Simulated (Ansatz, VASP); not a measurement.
**Ga2O3 in VASP and in Ansatz**

The input POSCAR:

```
Ga2O3
1.0
    6.1070000000     -1.5185500000      0.0000000000
    6.1070000000      1.5185500000      0.0000000000
   -1.3859889000      0.0000000000      5.6300087400
Ga O
4 6
Direct
    0.0905000000      0.0905000000      0.7946000000
    0.9095000000      0.9095000000      0.2054000000
    0.6586600000      0.6586600000      0.3140200000
    0.3413400000      0.3413400000      0.6859800000
    0.1645000000      0.1645000000      0.1098000000
    0.8355000000      0.8355000000      0.8902000000
    0.1733000000      0.1733000000      0.5632000000
    0.8267000000      0.8267000000      0.4368000000
    0.4959000000      0.4959000000      0.2566000000
    0.5041000000      0.5041000000      0.7434000000
```

INCAR.step1

```
ALGO = Normal ; EDIFF = 1E-4
ENCUT = 520 ; GGA = PE
ISMEAR = 0 ; LASPH = T
LCHARG = F ; LREAL = F
LWAVE = T ; NBANDS = 55
NELM = 100 ; PREC = Accurate
SIGMA = 0.1
```

INCAR.step2

```
ALGO = Normal ; BPARAM = 11.95
CPARAM = 0.0093 ; EDIFF = 1E-6
ENCUT = 520 ; ISIF = 2
ISMEAR = 0 ; ISTART = 1
IVDW_NL = 2 ; LASPH = T
LCHARG = T ; LELF = T
LMIXTAU = T ; LREAL = F
LUSE_VDW = T ; LVHAR = T
LWAVE = F ; METAGGA = R2SCAN
NBANDS = 55 ; NELM = 100
PREC = Accurate ; SIGMA = 0.1
```

Contents of KPOINTS:

```
k-points
0
Gamma
  6 6 4
```

Input for Ansatz:

```yaml
crystal:
  lattice:
    - [6.107, -1.51855, 0.0]
    - [6.107, 1.51855, 0.0]
    - [-1.3859889, 0.0, 5.63000874]
  atoms:
    - { symbol: Ga, position: [0.0905, 0.0905, 0.7946] }
    - { symbol: Ga, position: [0.9095, 0.9095, 0.2054] }
    - { symbol: Ga, position: [0.65866, 0.65866, 0.31402] }
    - { symbol: Ga, position: [0.34134, 0.34134, 0.68598] }
    - { symbol: O, position: [0.1645, 0.1645, 0.1098] }
    - { symbol: O, position: [0.8355, 0.8355, 0.8902] }
    - { symbol: O, position: [0.1733, 0.1733, 0.5632] }
    - { symbol: O, position: [0.8267, 0.8267, 0.4368] }
    - { symbol: O, position: [0.4959, 0.4959, 0.2566] }
    - { symbol: O, position: [0.5041, 0.5041, 0.7434] }
basis:
  ecutwfc: 500
kpoints:
  mp_grid: { grid: [6, 6, 4] }
hamiltonian:
  xc: r2scan
  dispersion: rvv10
  pseudopotentials: { kind: paw, azcp: { folder: soft_1 } }
scf:
  occupations: { method: gaussian, width: 0.1 }
output:
  forces: true
  stress: true
  eigenvalues: true
```

Alike in both runs: task single point; functional r2SCAN; dispersion rVV10; k mesh 6 × 6 × 4; occupations gaussian, width 0.1 eV; no spin polarisation.

```csv
,VASP,Ansatz
version,VASP 6.6.1,Ansatz 0.2.0
potentials or method,"VASP PAW PBE potentials, release 64 (Ga_d, O), cutoff 520 eV","scalar-relativistic, plane waves, PAW"
valence electrons in the cell,88,88
```

```csv
,VASP,Ansatz,Ansatz less VASP
gap on the k mesh at the Fermi level (eV),3.04,3.07,+0.025
least direct gap on the mesh (eV),3.06,3.08,+0.024
pressure (GPa),1.6,-0.2,-1.84
"traceless stress, the component that is largest in VASP (GPa)",0.38,0.13,-0.250
rms of the force components (eV/Å),0.076,0.053,-0.0228
```

VASP's potentials were made for PBE, not for r2SCAN. Atom by atom the forces differ by 0.039 eV/Å (rms over components).
